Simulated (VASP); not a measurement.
# AlN (P6_3mc) in VASP: notebook

AlN is run at these levels: r2SCAN; tasks: relaxation of cell and atoms.

All numbers are computed with VASP 6.6.1; they aren't measurements. Logs are shortened: lines on timing, memory, paths and dates and some standing lists are left out, and cuts for length are marked.

### 1 The cell of the first run

The structure is hexagonal, space group P6_3mc (No. 186). The conventional cell has a = 3.107 Å, b = 3.107 Å, c = 4.979 Å, α = 90.00°, β = 90.00°, γ = 120.00°. Within 2.5 Å of Al (site symmetry 3m) lie 4 N at 1.89 to 1.90 Å. N (site symmetry 3m) has 4 Al at 1.89 to 1.90 Å within 2.5 Å.

### 2 Relaxation of cell and atoms, r2SCAN, target pressure 4 GPa, at which the enthalpy is minimised

Input file POSCAR:

```
AlN
1.0
    3.1066951923      0.0000000000      0.0000000000
   -1.5533475961      2.6904769583      0.0000000000
    0.0000000000      0.0000000000      4.9785197784
Al N
2 2
Direct
    0.3333333333      0.6666666667     -0.0008019236
    0.6666666667      0.3333333333      0.4991980764
    0.3333333333      0.6666666667      0.3808019236
    0.6666666667      0.3333333333      0.8808019236
```

Input file INCAR.step1:

```
PREC = Accurate
ENCUT = 600
ISMEAR = 0
SIGMA = 0.01
LREAL = F
LASPH = T
NELM = 80
GGA = PE
ALGO = Normal
EDIFF = 1E-4
LWAVE = T
LCHARG = F
```

Input file INCAR.step2:

```
PREC = Accurate
ENCUT = 600
EDIFF = 1E-7
ISMEAR = 0
SIGMA = 0.01
LREAL = F
LASPH = T
NELM = 80
ALGO = Normal
ISIF = 3
LWAVE = F
LCHARG = F
METAGGA = R2SCAN
LMIXTAU = T
IBRION = 2
NSW = 100
EDIFFG = -0.002
PSTRESS = 40.0
ISTART = 1
```

Input file KPOINTS:

```
regular mesh
0
Gamma
  8 8 6
```

Potentials or basis: VASP PAW PBE potentials, release 64 (Al, N).

The run is started by

```console
> cat potpaw_PBE.64/Al/POTCAR potpaw_PBE.64/N/POTCAR > POTCAR
> cp INCAR.step1 INCAR
> mpirun -np 1 vasp_std > vasp.out
> cp INCAR.step2 INCAR
> mpirun -np 1 vasp_std > vasp.out
```

OUTCAR:

```text
PREC = Accurate
   ENCUT = 600
   EDIFF = 1E-7
   ISMEAR = 0
   LREAL = F
   LASPH = T
   NELM = 80
   ISIF = 3
   METAGGA = R2SCAN
   IBRION = 2
   NSW = 100
   EDIFFG = -0.002
   PSTRESS = 40.0
   ISTART = 1

 ion  position               nearest neighbor table
   1  0.333  0.667  0.999-   4 1.89   4 1.89   4 1.89   3 1.90   2 3.07   2 3.07   2 3.07   2 3.07
                             2 3.07   2 3.07
   2  0.667  0.333  0.499-   3 1.89   3 1.89   3 1.89   4 1.90   1 3.07   1 3.07   1 3.07   1 3.07
                             1 3.07   1 3.07
   3  0.333  0.667  0.381-   2 1.89   2 1.89   2 1.89   1 1.90
   4  0.667  0.333  0.881-   1 1.89   1 1.89   1 1.89   2 1.90

  LATTYP: Found a hexagonal cell.
 ALAT       =     3.1066951923
 C/A-ratio  =     1.6025131113

  Lattice vectors:

 A1 = (   3.1066951923,   0.0000000000,   0.0000000000)
 A2 = (  -1.5533475961,   2.6904769583,   0.0000000000)
 A3 = (   0.0000000000,   0.0000000000,   4.9785197784)

Analysis of symmetry for initial positions (statically):
=====================================================================
 Subroutine PRICEL returns:
 Original cell was already a primitive cell.

 Routine SETGRP: Setting up the symmetry group for a
 hexagonal supercell.

 Subroutine GETGRP returns: Found 12 space group operations
 (whereof  6 operations were pure point group operations)
 out of a pool of 24 trial point group operations.

The static configuration has the point symmetry C_3v.
 The point group associated with its full space group is C_6v.

Analysis of symmetry for dynamics (positions and initial velocities):
=====================================================================
 Subroutine PRICEL returns:
 Original cell was already a primitive cell.

 Routine SETGRP: Setting up the symmetry group for a
 hexagonal supercell.

 Subroutine GETGRP returns: Found 12 space group operations
 (whereof  6 operations were pure point group operations)
 out of a pool of 24 trial point group operations.

The dynamic configuration has the point symmetry C_3v.
 The point group associated with its full space group is C_6v.

 Subroutine INISYM returns: Found 12 space group operations
 (whereof  6 operations are pure point group operations),
 and found     1 'primitive' translations

----------------------------------------------------------------------------------------

                                     Primitive cell

  volume of cell :      41.6129

  direct lattice vectors                    reciprocal lattice vectors
     3.106695192  0.000000000  0.000000000     0.321885456  0.185840655  0.000000000
    -1.553347596  2.690476958  0.000000000     0.000000000  0.371681310  0.000000000
     0.000000000  0.000000000  4.978519778     0.000000000  0.000000000  0.200862916

  length of vectors
     3.106695192  3.106695192  4.978519778     0.371681310  0.371681310  0.200862916

  position of ions in fractional coordinates (direct lattice)
     0.333333333  0.666666667  0.999198076
     0.666666667  0.333333333  0.499198076
     0.333333333  0.666666667  0.380801924
     0.666666667  0.333333333  0.880801924

  ion indices of the primitive-cell ions
   primitive index   ion index
                 1           1
                 2           2
                 3           3
                 4           4

----------------------------------------------------------------------------------------

 KPOINTS: regular mesh

Automatic generation of k-mesh.
 Grid dimensions read from file:
 generate k-points for:    8    8    6

 Generating k-lattice:

  Cartesian coordinates                     Fractional coordinates (reciprocal lattice)
     0.040235682  0.023230082  0.000000000     0.125000000  0.000000000  0.000000000
     0.000000000  0.046460164  0.000000000     0.000000000  0.125000000  0.000000000
     0.000000000  0.000000000  0.033477153     0.000000000  0.000000000  0.166666667

  Length of vectors
     0.046460164  0.046460164  0.033477153

  Shift w.r.t. Gamma in fractional coordinates (k-lattice)
     0.000000000  0.000000000  0.000000000

 Subroutine IBZKPT returns following result:
 ===========================================

 Found     40 irreducible k-points:

 Following reciprocal coordinates:
            Coordinates               Weight
  0.000000  0.000000  0.000000      1.000000
  0.125000 -0.000000  0.000000      6.000000
  0.250000 -0.000000  0.000000      6.000000
  0.375000 -0.000000  0.000000      6.000000
  0.500000 -0.000000  0.000000      3.000000
  0.125000  0.125000  0.000000      6.000000
[... 16 lines left out ...]
  0.250000 -0.000000  0.333333     12.000000
  0.375000 -0.000000  0.333333     12.000000
 [... further k-points ...]
   k-points           NKPTS =     40   k-points in BZ     NKDIM =     40   number of bands    NBANDS=     12
   number of dos      NEDOS =    301   number of ions     NIONS =      4
   total plane-waves  NPLWV =  31360
   dimension x,y,z NGX =    28 NGY =   28 NGZ =   40
   dimension x,y,z NGXF=    56 NGYF=   56 NGZF=   80
   ions per type =               2   2
   NGX,Y,Z   is equivalent  to a cutoff of  14.98, 14.98, 13.36 a.u.
   NGXF,Y,Z  is equivalent  to a cutoff of  29.97, 29.97, 26.71 a.u.
 SYSTEM =  unknown system
   PREC   = accura    normal or accurate (medium, high low for compatibility)
   ISTART =      1    job   : 0-new  1-cont  2-samecut
   ICHARG =      0    charge: 1-file 2-atom 10-const
   ISPIN  =      1    spin polarized calculation?
   LNONCOLLINEAR =      F non collinear calculations
   LSORBIT =      F    spin-orbit coupling
   LASPH  =      T    aspherical Exc in radial PAW
   ENCUT  =  600.0 eV  44.10 Ry    6.64 a.u.   6.20  6.20  9.94*2*pi/ulx,y,z
   NELM   =     80;   NELMIN=  2; NELMDL=  0     # of ELM steps
   EDIFF  = 0.1E-06   stopping-criterion for ELM
   LREAL  =      F    real-space projection
   EDIFFG = -.2E-02   stopping-criterion for IOM
   NSW    =    100    number of steps for IOM
   IBRION =      2    ionic relax: 0-MD 1-quasi-New 2-CG
   NFREE  =      1    steps in history (QN), initial steepest desc. (CG)
   ISIF   =      3    stress and relaxation
   ISYM   =      2    0-nonsym 1-usesym 2-fastsym
   POTIM  = 0.5000    time-step for ionic-motion
   TEBEG  =    0.0;   TEEND  =   0.0 temperature during run
   PSTRESS=   40.0 pullay stress
   NELECT =      16.0000    total number of electrons
   NUPDOWN=      -1.0000    fix difference up-down
   EMIN   =  10.00;   EMAX   =-10.00  energy-range for DOS
   EFERMI =   0.00;   METHOD = LEGACY
   ISMEAR =     0;   SIGMA  =   0.01  broadening in eV -4-tet -1-fermi 0-gaus
   EFERMI_NEDOS =   21; number of points for ismear=-14 and -15
   IALGO  =     38    algorithm
   IMIX   =      4    mixing-type and parameters
     AMIX     =   0.40;   BMIX     =  1.00
     AMIX_MAG =   1.60;   BMIX_MAG =  1.00
  volume/ion in A,a.u.               =      10.40        70.20
  Fermi-wavevector in a.u.,A,eV,Ry     =   1.190434  2.249595 19.281277  1.417134
  Thomas-Fermi vector in A             =   2.326519
   LORBIT       =      0    0 simple, 1 ext, 2 COOP (PROOUT), +10 PAW based schemes
   METAGGA = R2SCAN    functional components
   LHFCALC =     F    Hartree Fock is set to
   AEXX    =    0.0000 exact exchange contribution
   IVDW    =     0    specifies the selected vdW correction
   LEPSILON=     F    determine dielectric tensor
   LRPA    =     F    only Hartree local field effects (RPA)
 conjugate gradient relaxation of ions
 non-spin polarized calculation
 Gauss-broadening in eV      SIGMA  =   0.01
  energy-cutoff  :      600.00
  volume of cell :       41.61
 maximum number of plane-waves:      1412
 NGX is ok and might be reduce to    28
   NGX = 13   NGY = 13   NGZ = 19

--------------------------------------- Ionic step        1  -------------------------------------------

 number of electron      15.9999999 magnetization

 Free energy of the ion-electron system (eV)
  ---------------------------------------------------
  ext. energy  EPLUGINS =         0.00000000
  ---------------------------------------------------
  free energy    TOTEN  =       -38.45575988 eV

  energy without entropy =      -38.45575988  energy(sigma->0) =      -38.45575988

------------------------ aborting loop because EDIFF is reached ----------------------------------------

  FORCE on cell =-STRESS in cart. coord.  units (eV):
  Direction    XX          YY          ZZ          XY          YZ          ZX
  --------------------------------------------------------------------------------------
  -------------------------------------------------------------------------------------
  Total       -0.0838687     -0.0838687     -0.0778529     -0.0000000      0.0000000      0.0000000
  in kB       -3.2291080     -3.2291080     -2.9974878     -0.0000000      0.0000000      0.0000000
  external PRESSURE =     -43.1519013 kB  Pullay stress =      40.0000000 kB
[... 265 lines left out ...]
  enthalpy is  TOTEN    =       -37.4277500897 eV   P V=        1.0190493827

--------------------------------------- Ionic step        8  -------------------------------------------

 number of electron      16.0000000 magnetization

 Free energy of the ion-electron system (eV)
  ---------------------------------------------------
  ext. energy  EPLUGINS =         0.00000000
  ---------------------------------------------------
  free energy    TOTEN  =       -38.44633909 eV

  energy without entropy =      -38.44633909  energy(sigma->0) =      -38.44633909

 E-fermi :   6.2339     XC(G=0): -11.5069

 val. band max:        6.1193717999   @ k =   0.0000   0.0000   0.0000
 cond. band min:      11.2143121496   @ k =   0.0000   0.0000   0.0000
 fundamental gap:      5.0949403498
 Fermi energy:         6.2338829240

 k-point     1 :       0.0000    0.0000    0.0000
  band No.  band energies     occupation
      1      -9.9940      2.00000
      2      -7.8050      2.00000
      3      -0.0468      2.00000
      4       5.2060      2.00000
      5       5.2060      2.00000
      6       5.8748      2.00000
      7       5.8748      2.00000
      8       6.1194      2.00000
      9      11.2143      0.00000
     10      13.8188      0.00000
     11      17.9057      0.00000
     12      18.2878      0.00000
[... 331 lines left out ...]
 k-point    24 :       0.3750   -0.0000    0.3333
  band No.  band energies     occupation
      1      -8.1812      2.00000
      2      -7.5687      2.00000
      3       0.6907      2.00000
      4       1.3500      2.00000
      5       3.6246      2.00000
      6       4.3819      2.00000
      7       5.0709      2.00000
      8       5.1246      2.00000
      9      12.2112      0.00000
     10      13.1172      0.00000
     11      16.1754      0.00000
     12      17.1602      0.00000

 [... further k-points ...]

------------------------ aborting loop because EDIFF is reached ----------------------------------------

  FORCE on cell =-STRESS in cart. coord.  units (eV):
  Direction    XX          YY          ZZ          XY          YZ          ZX
  --------------------------------------------------------------------------------------
  -------------------------------------------------------------------------------------
  Total        1.0202356      1.0202356      1.0176640      0.0000000     -0.0000000      0.0000000
  in kB       40.0651102     40.0651102     39.9641224      0.0000000     -0.0000000      0.0000000
  external PRESSURE =       0.0314476 kB  Pullay stress =      40.0000000 kB
[... 19 lines left out ...]
  FREE ENERGIE OF THE ION-ELECTRON SYSTEM (eV)
  ---------------------------------------------------
  free  energy   TOTEN  =       -38.4463390944 eV

  energy  without entropy=      -38.4463390944  energy(sigma->0) =      -38.44633909

  enthalpy is  TOTEN    =       -37.4277614597 eV   P V=        1.0185776347

 reached required accuracy - stopping structural energy minimisation
```

It took 5.7 min on 1 thread of Intel Xeon 6975P-C (Granite Rapids), shared host; peak memory 0.19 GiB.

Results:

| Item | Value |
| --- | --- |
| Free energy | -38.4463 eV |
| Relaxed volume | 10.20 Å³/atom |
| Relaxed cell | a = 3.088 Å, b = 3.088 Å, c = 4.941 Å, α = 90.00°, β = 90.00°, γ = 120.00° |
| Space group after relaxing (to 0.05 Å) | P6_3mc (No. 186) |
| Energy change on relaxing (the enthalpy is what falls) | +2.4 meV/atom |
| Ionic steps | 8 |
| Pressure after relaxing | 4.0 GPa |
| Band gap on the k mesh | 5.09 eV, direct |

The path:
```tsv
step	energy change (eV)	largest force (eV/Å)	pressure (GPa)	volume (Å³)
1	0.0000	0.0026	-0.32	41.61
2	0.0442	0.0151	9.03	39.95
3	0.0089	0.0085	3.90	40.82
4	0.0094	0.0086	4.00	40.80
5	0.0098	0.0088	4.09	40.79
6	0.0090	0.0096	3.91	40.82
7	0.0090	0.0096	3.91	40.82
8	0.0094	0.0004	4.00	40.80
```

Final structure:
```xyz
4
Lattice="3.0877 0.0000 0.0000 -1.5438 2.6740 0.0000 0.0000 0.0000 4.9415" Properties=species:S:1:pos:R:3 pbc="T T T"
Al    0.0000    1.7827    4.9365
Al    1.5438    0.8913    2.4658
N     0.0000    1.7827    1.8827
N     1.5438    0.8913    4.3535
```

Caveat: the cell is relaxed towards a set pressure, so the enthalpy falls and the energy may rise; the PAW data sets were made with another functional, which shifts forces and pressure a little.

### 3 Relaxation of cell and atoms, r2SCAN, target pressure 7 GPa, at which the enthalpy is minimised

POSCAR is that of step 2.

Input file INCAR.step1:

```
SYSTEM = AlN
  ALGO = Normal
  EDIFF = 1E-4
  ENCUT = 600
  GGA = PE
  ISMEAR = 0
  LASPH = .True.
  LCHARG = .False.
  LREAL = .False.
  LWAVE = .True.
  NELM = 100
  PREC = Accurate
  SIGMA = 0.01
```

Input file INCAR.step2:

```
SYSTEM = AlN
  ALGO = Normal
  EDIFF = 1E-6
  EDIFFG = -0.002
  ENCUT = 600
  IBRION = 2
  ISIF = 3
  ISMEAR = 0
  ISTART = 1
  LASPH = .True.
  LCHARG = .False.
  LMIXTAU = .True.
  LREAL = .False.
  LWAVE = .False.
  METAGGA = R2SCAN
  NELM = 100
  NSW = 100
  PREC = Accurate
  PSTRESS = 70.0
  SIGMA = 0.01
```

Input file KPOINTS:

```
k-points
0
Gamma
  8 8 6
  0 0 0
```

Potentials or basis: VASP PAW PBE potentials, release 64 (Al, N).

The run is started by

```console
> cat potpaw_PBE.64/Al/POTCAR potpaw_PBE.64/N/POTCAR > POTCAR
> cp INCAR.step1 INCAR
> mpirun -np 1 vasp_std > vasp.out
> cp INCAR.step2 INCAR
> mpirun -np 1 vasp_std > vasp.out
```

Run time: 4.3 min. Hardware: 1 thread of Intel Xeon 6975P-C (Granite Rapids), shared host; peak memory 0.19 GiB.

It converged, with:

| Property | Result |
| --- | --- |
| Free energy | -38.4283 eV |
| Relaxed volume | 10.07 Å³/atom |
| Relaxed cell | a = 3.075 Å, b = 3.075 Å, c = 4.917 Å, α = 90.00°, β = 90.00°, γ = 120.00° |
| Space group after relaxing (to 0.05 Å) | P6_3mc (No. 186) |
| Energy change on relaxing (the enthalpy is what falls) | +6.9 meV/atom |
| Ionic steps | 8 |
| Pressure after relaxing | 7.0 GPa |
| Band gap on the k mesh | 5.21 eV, direct |

The path:
```tsv
step	energy change (eV)	largest force (eV/Å)	pressure (GPa)	volume (Å³)
1	0.0000	0.0026	-0.31	41.61
2	0.1341	0.0281	16.51	38.82
3	0.0263	0.0141	6.85	40.31
4	0.0274	0.0143	7.01	40.28
5	0.0275	0.0166	7.01	40.28
6	0.0275	0.0177	7.01	40.28
7	0.0275	0.0131	6.99	40.28
8	0.0275	0.0010	7.00	40.28
```

Final structure:
```
Al N
1.0
     3.07539    0.00000    0.00000
    -1.53770    2.66337    0.00000
     0.00000    0.00000    4.91722
Al N
2 2
Direct
  0.33333 0.66667 0.99886
  0.66667 0.33333 0.49886
  0.33333 0.66667 0.38114
  0.66667 0.33333 0.88114
```

Levels at points of the mesh, in eV from the valence-band top:
```
           k point  band 5  band 6  band 7  band 8  band 9  band 10  band 11  band 12
(0.00, 0.00, 0.00)   -0.93   -0.26   -0.26    0.00    5.21     7.80    11.90    12.25
(0.50, 0.00, 0.00)   -3.48   -2.21   -1.83   -0.74    6.53     6.66     9.33    11.49
(0.00, 0.00, 0.50)   -0.61   -0.61   -0.61   -0.61    7.54     7.54    11.59    11.59
(0.50, 0.00, 0.50)   -1.56   -1.56   -1.43   -1.43    6.11     6.11    10.34    10.34
```

Caveat: the cell is relaxed towards a set pressure, so the enthalpy falls and the energy may rise; the PAW data sets were made with another functional, which shifts forces and pressure a little. r2SCAN opens gaps a little over a GGA but as a rule still falls short of measured ones.
